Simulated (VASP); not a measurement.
# BeTe (F-43m) in VASP: further runs, part 2 of 2

VASP 6.6.1.

### 3 Relaxation of cell and atoms, r2SCAN

This run uses another cell than the first one, of 22.71 Å³/atom, 1.003 times its volume.

POSCAR reads:

```
BeTe
1.0
    0.0000000000      2.8318743912      2.8318743912
    2.8318743912      0.0000000000      2.8318743912
    2.8318743912      2.8318743912      0.0000000000
Be Te
1 1
Direct
    0.0000000000      0.0000000000      0.0000000000
    0.2500000000      0.2500000000      0.2500000000
```

INCAR.step1 reads:

```
PREC = Accurate
ENCUT = 600
ISMEAR = -1
SIGMA = 0.02
LREAL = F
LASPH = T
NELM = 100
GGA = PE
ALGO = Normal
EDIFF = 1E-4
LWAVE = T
LCHARG = F
```

INCAR.step2 reads:

```
PREC = Accurate
ENCUT = 600
EDIFF = 1E-7
ISMEAR = -1
SIGMA = 0.02
LREAL = F
LASPH = T
NELM = 100
ALGO = Normal
ISIF = 3
LWAVE = F
LCHARG = F
METAGGA = R2SCAN
LMIXTAU = T
IBRION = 2
NSW = 80
EDIFFG = -0.005
ISTART = 1
```

KPOINTS reads:

```
Automatic mesh
0
Gamma
  8 8 8
```

Potentials or basis: VASP PAW PBE potentials, release 64 (Be, Te).

The run is started by

```sh
> cat potpaw_PBE.64/Be/POTCAR potpaw_PBE.64/Te/POTCAR > POTCAR
> cp INCAR.step1 INCAR
> mpirun -np 1 vasp_std > vasp.out
> cp INCAR.step2 INCAR
> mpirun -np 1 vasp_std > vasp.out
```

OUTCAR:

```text
PREC = Accurate
   ENCUT = 600
   EDIFF = 1E-7
   ISMEAR = -1
   LREAL = F
   LASPH = T
   NELM = 100
   ISIF = 3
   METAGGA = R2SCAN
   IBRION = 2
   NSW = 80
   EDIFFG = -0.005
   ISTART = 1

 ion  position               nearest neighbor table
   1  0.000  0.000  0.000-   2 2.45   2 2.45   2 2.45   2 2.45
   2  0.250  0.250  0.250-   1 2.45   1 2.45   1 2.45   1 2.45

  LATTYP: Found a face centered cubic cell.
 ALAT       =     5.6637487824

  Lattice vectors:

 A1 = (   0.0000000000,   2.8318743912,   2.8318743912)
 A2 = (   2.8318743912,   0.0000000000,   2.8318743912)
 A3 = (   2.8318743912,   2.8318743912,   0.0000000000)

Analysis of symmetry for initial positions (statically):
=====================================================================
 Subroutine PRICEL returns:
 Original cell was already a primitive cell.

 Routine SETGRP: Setting up the symmetry group for a
 face centered cubic supercell.

 Subroutine GETGRP returns: Found 24 space group operations
 (whereof 24 operations were pure point group operations)
 out of a pool of 48 trial point group operations.

The static configuration has the point symmetry T_d .

Analysis of symmetry for dynamics (positions and initial velocities):
=====================================================================
 Subroutine PRICEL returns:
 Original cell was already a primitive cell.

 Routine SETGRP: Setting up the symmetry group for a
 face centered cubic supercell.

 Subroutine GETGRP returns: Found 24 space group operations
 (whereof 24 operations were pure point group operations)
 out of a pool of 48 trial point group operations.

The dynamic configuration has the point symmetry T_d .

 Subroutine INISYM returns: Found 24 space group operations
 (whereof 24 operations are pure point group operations),
 and found     1 'primitive' translations

----------------------------------------------------------------------------------------

                                     Primitive cell

  volume of cell :      45.4205

  direct lattice vectors                    reciprocal lattice vectors
     0.000000000  2.831874391  2.831874391    -0.176561503  0.176561503  0.176561503
     2.831874391  0.000000000  2.831874391     0.176561503 -0.176561503  0.176561503
     2.831874391  2.831874391  0.000000000     0.176561503  0.176561503 -0.176561503

  length of vectors
     4.004875171  4.004875171  4.004875171     0.305813495  0.305813495  0.305813495

  position of ions in fractional coordinates (direct lattice)
     0.000000000  0.000000000  0.000000000
     0.250000000  0.250000000  0.250000000

  ion indices of the primitive-cell ions
   primitive index   ion index
                 1           1
                 2           2

----------------------------------------------------------------------------------------

[... 102 lines left out ...]
  energy-cutoff  :      600.00
  volume of cell :       45.42
 maximum number of plane-waves:      1540
   NGX = 15   NGY = 15   NGZ = 15

--------------------------------------- Ionic step        1  -------------------------------------------

 number of electron       8.0000000 magnetization

 Free energy of the ion-electron system (eV)
  ---------------------------------------------------
  ext. energy  EPLUGINS =         0.00000000
  ---------------------------------------------------
  free energy    TOTEN  =       -30.68549086 eV

  energy without entropy =      -30.68549086  energy(sigma->0) =      -30.68549086

------------------------ aborting loop because EDIFF is reached ----------------------------------------

  FORCE on cell =-STRESS in cart. coord.  units (eV):
  Direction    XX          YY          ZZ          XY          YZ          ZX
  --------------------------------------------------------------------------------------
  -------------------------------------------------------------------------------------
  Total       -0.0101258     -0.0101258     -0.0101258      0.0000000      0.0000000     -0.0000000
  in kB       -0.3571810     -0.3571810     -0.3571810      0.0000000      0.0000000     -0.0000000
  external PRESSURE =      -0.3571810 kB  Pullay stress =       0.0000000 kB

 VOLUME and BASIS-vectors are now :
 -----------------------------------------------------------------------------
  energy-cutoff  :      600.00
  volume of cell :       45.42
      direct lattice vectors                 reciprocal lattice vectors
     0.000000000  2.831874391  2.831874391    -0.176561503  0.176561503  0.176561503
     2.831874391  0.000000000  2.831874391     0.176561503 -0.176561503  0.176561503
     2.831874391  2.831874391  0.000000000     0.176561503  0.176561503 -0.176561503

 POSITION                                       TOTAL-FORCE (eV/Angst)
 -----------------------------------------------------------------------------------
      0.00000      0.00000      0.00000        -0.000000     -0.000000     -0.000000
      1.41594      1.41594      1.41594         0.000000      0.000000      0.000000
 -----------------------------------------------------------------------------------
    total drift:                                0.000000      0.000000      0.000000

  FREE ENERGIE OF THE ION-ELECTRON SYSTEM (eV)
  ---------------------------------------------------
  free  energy   TOTEN  =       -30.6854908582 eV

  energy  without entropy=      -30.6854908581  energy(sigma->0) =      -30.68549086

--------------------------------------- Ionic step        2  -------------------------------------------

 number of electron       8.0000000 magnetization

 Free energy of the ion-electron system (eV)
  ---------------------------------------------------
  ext. energy  EPLUGINS =         0.00000000
  ---------------------------------------------------
  free energy    TOTEN  =       -30.68549402 eV

  energy without entropy =      -30.68549402  energy(sigma->0) =      -30.68549402

 E-fermi :   5.1785     XC(G=0):  -9.4113

 val. band max:        4.7562973243   @ k =   0.0000   0.0000   0.0000
 cond. band min:       7.1309758489   @ k =   0.5000   0.5000   0.0000
 fundamental gap:      2.3746785247
 Fermi energy:         5.1785428370

 k-point     1 :       0.0000    0.0000    0.0000
  band No.  band energies     occupation
      1      -7.9206      2.00000
      2       4.7563      2.00000
      3       4.7563      2.00000
      4       4.7563      2.00000
      5       8.7883      0.00000
      6       8.7883      0.00000
      7       8.7883      0.00000
      8       9.1395      0.00000
[... 243 lines left out ...]
 k-point    24 :      -0.3750    0.2500    0.1250
  band No.  band energies     occupation
      1      -6.2677      2.00000
      2      -0.4762      2.00000
      3       1.8227      2.00000
      4       2.8369      2.00000
      5       9.4424      0.00000
      6       9.5402      0.00000
      7      11.9785      0.00000
      8      13.1318      0.00000

 [... further k-points ...]

------------------------ aborting loop because EDIFF is reached ----------------------------------------

  FORCE on cell =-STRESS in cart. coord.  units (eV):
  Direction    XX          YY          ZZ          XY          YZ          ZX
  --------------------------------------------------------------------------------------
  -------------------------------------------------------------------------------------
  Total        0.0022771      0.0022771      0.0022771      0.0000000      0.0000000      0.0000000
  in kB        0.0803829      0.0803829      0.0803829      0.0000000      0.0000000      0.0000000
  external PRESSURE =       0.0803829 kB  Pullay stress =       0.0000000 kB

 VOLUME and BASIS-vectors are now :
 -----------------------------------------------------------------------------
  energy-cutoff  :      600.00
  volume of cell :       45.39
      direct lattice vectors                 reciprocal lattice vectors
     0.000000000  2.831182712  2.831182712    -0.176604639  0.176604639  0.176604639
     2.831182712  0.000000000  2.831182712     0.176604639 -0.176604639  0.176604639
     2.831182712  2.831182712 -0.000000000     0.176604639  0.176604639 -0.176604639

 POSITION                                       TOTAL-FORCE (eV/Angst)
 -----------------------------------------------------------------------------------
      2.83118      5.66237      2.83118         0.000000      0.000000      0.000000
      1.41559      1.41559      1.41559        -0.000000     -0.000000     -0.000000
 -----------------------------------------------------------------------------------
    total drift:                                0.000000      0.000000      0.000000

  FREE ENERGIE OF THE ION-ELECTRON SYSTEM (eV)
  ---------------------------------------------------
  free  energy   TOTEN  =       -30.6854940204 eV

  energy  without entropy=      -30.6854940204  energy(sigma->0) =      -30.68549402

 reached required accuracy - stopping structural energy minimisation
```

OUTCAR.step1:

```text
PREC = Accurate
   ENCUT = 600
   ISMEAR = -1
   LREAL = F
   LASPH = T
   NELM = 100
[... 482 lines left out ...]
 -----------------------------------------------------------------------------------
      0.00000      0.00000      0.00000        -0.000000     -0.000000     -0.000000
      1.41594      1.41594      1.41594         0.000000      0.000000      0.000000
 -----------------------------------------------------------------------------------
    total drift:                                0.000000      0.000000      0.000000

  FREE ENERGIE OF THE ION-ELECTRON SYSTEM (eV)
  ---------------------------------------------------
  free  energy   TOTEN  =        -7.6244890819 eV

  energy  without entropy=       -7.6244890819  energy(sigma->0) =       -7.62448908
```

OSZICAR.step1:

```text
N       E                     dE             d eps       ncg     rms          rms(c)
DAV:   1     0.207180568094E+02    0.20718E+02   -0.36388E+03   464   0.895E+02
DAV:   2    -0.693405994684E+01   -0.27652E+02   -0.27254E+02   616   0.104E+02
DAV:   3    -0.773958826120E+01   -0.80553E+00   -0.80553E+00   600   0.232E+01
DAV:   4    -0.774510000969E+01   -0.55117E-02   -0.55117E-02   712   0.205E+00
DAV:   5    -0.774511084918E+01   -0.10839E-04   -0.10839E-04   592   0.849E-02    0.402E+00
DAV:   6    -0.765186852687E+01    0.93242E-01   -0.12833E-01   536   0.183E+00    0.243E+00
DAV:   7    -0.762359052060E+01    0.28278E-01   -0.10857E-01   640   0.179E+00    0.449E-01
DAV:   8    -0.762419292788E+01   -0.60241E-03   -0.55544E-03   512   0.526E-01    0.781E-02
DAV:   9    -0.762445429708E+01   -0.26137E-03   -0.34744E-04   616   0.146E-01    0.222E-02
DAV:  10    -0.762448908190E+01   -0.34785E-04   -0.51008E-05   464   0.439E-02
   1 F= -.76244891E+01 E0= -.76244891E+01  d E =-.223421E-10
```

It took 60 s on 1 thread of Intel Xeon Platinum 8488C (Sapphire Rapids), shared host; peak memory 0.19 GiB.

What came out:

| Quantity | Value |
| --- | --- |
| Free energy | -30.6855 eV |
| Relaxed volume | 22.69 Å³/atom |
| Relaxed cell | a = 4.004 Å, b = 4.004 Å, c = 4.004 Å, α = 60.00°, β = 60.00°, γ = 60.00° |
| Space group after relaxing (to 0.05 Å) | F-43m (No. 216) |
| Energy gained by relaxing | 0.0 meV/atom |
| Ionic steps | 2 |
| Pressure after relaxing | 0.0 GPa |
| Band gap on the k mesh | 2.37 eV, indirect (least direct gap 4.03 eV) |

Final structure:
```xyz
2
Lattice="0.0000 2.8312 2.8312 2.8312 0.0000 2.8312 2.8312 2.8312 0.0000" Properties=species:S:1:pos:R:3 pbc="T T T"
Be    2.8312    5.6624    2.8312
Te    1.4156    1.4156    1.4156
```

Caveat: the PAW data sets were made with another functional, which shifts forces and pressure a little; spin-orbit coupling is left out, which moves the levels of the heavy elements. A k mesh can miss the band edges.

### 4 Single point, PBE (volume changed by -6%)

INCAR reads:

```
ALGO = Normal ; EDIFF = 1E-6
ENCUT = 600 ; GGA = PE
GGA_COMPAT = F ; ISIF = 2
ISMEAR = 0 ; LASPH = T
LCHARG = F ; LREAL = F
LWAVE = F ; NBANDS = 11
NELM = 120 ; PREC = Accurate
SIGMA = 0.01
```

KPOINTS reads:

```
k-points
0
Gamma
  6 6 6
```

POSCAR reads:

```
BeTe
1.0
    0.0000000000      2.7740647901      2.7740647901
    2.7740647901      0.0000000000      2.7740647901
    2.7740647901      2.7740647901      0.0000000000
Be Te
1 1
Direct
    0.0000000000      0.0000000000      0.0000000000
    0.2500000000      0.2500000000      0.2500000000
```

The run is started by

```sh
> cat potpaw_PBE.64/Be/POTCAR potpaw_PBE.64/Te/POTCAR > POTCAR
> mpirun -np 1 vasp_std > vasp.out
```

Run time: 9.1 s. Hardware: 1 thread of Intel Xeon Platinum 8375C at 2.90GHz (Ice Lake), shared host; peak memory 0.17 GiB.

It converged, with:

```
Free energy            : -7.5835 eV
Pressure               : 4.2 GPa
Band gap on the k mesh : 1.86 eV, indirect (least direct gap 3.57 eV)
```

Levels at points of the mesh, in eV from the valence-band top:
```tsv
k point	band 1	band 2	band 3	band 4	band 5	band 6	band 7	band 8
(0.00, 0.00, 0.00)	-12.60	0.00	0.00	0.00	3.57	3.57	3.57	4.16
(0.50, 0.00, 0.00)	-11.14	-5.84	-1.21	-1.21	3.20	4.57	4.57	7.80
(0.50, 0.50, 0.00)	-10.60	-5.36	-2.82	-2.82	1.86	2.60	9.99	9.99
```

Caveat: the cell differs from its parent crystal (volume changed by -6%); spin-orbit coupling is left out, which moves the levels of the heavy elements. A k mesh can miss the band edges.

### 5 Overview

| task | level | spin | cell | k mesh | cutoff (eV) | smearing | gap on the mesh (eV) | pressure (GPa) |
| --- | --- | --- | --- | --- | --- | --- | --- | --- |
| single point | PBE | non-collinear, zero start, SOC | a = 4.000 Å, angles 60.0°, 2 atoms | 8 × 8 × 8 | 520 | gaussian 0.01 eV | - | 0.4 |
| relaxation of cell and atoms | r2SCAN | off | relaxed from a = 4.005 Å, angles 60.0°, 2 atoms | 8 × 8 × 8 | 600 | fermi-dirac 0.02 eV | 2.37 | 0.0 |
| single point | PBE | off | a = 3.923 Å, angles 60.0°, 2 atoms | 6 × 6 × 6 | 600 | gaussian 0.01 eV | 1.86 | 4.2 |

Alike in all rows: potentials or basis VASP PAW PBE potentials, release 64 (Be, Te).

Caveats: spin-orbit coupling is left out, which moves the levels of the heavy elements (some runs); the PAW data sets were made with another functional, which shifts forces and pressure a little (some runs).

Total energies depend on the potentials used, so only differences within one code and one set of settings carry meaning.
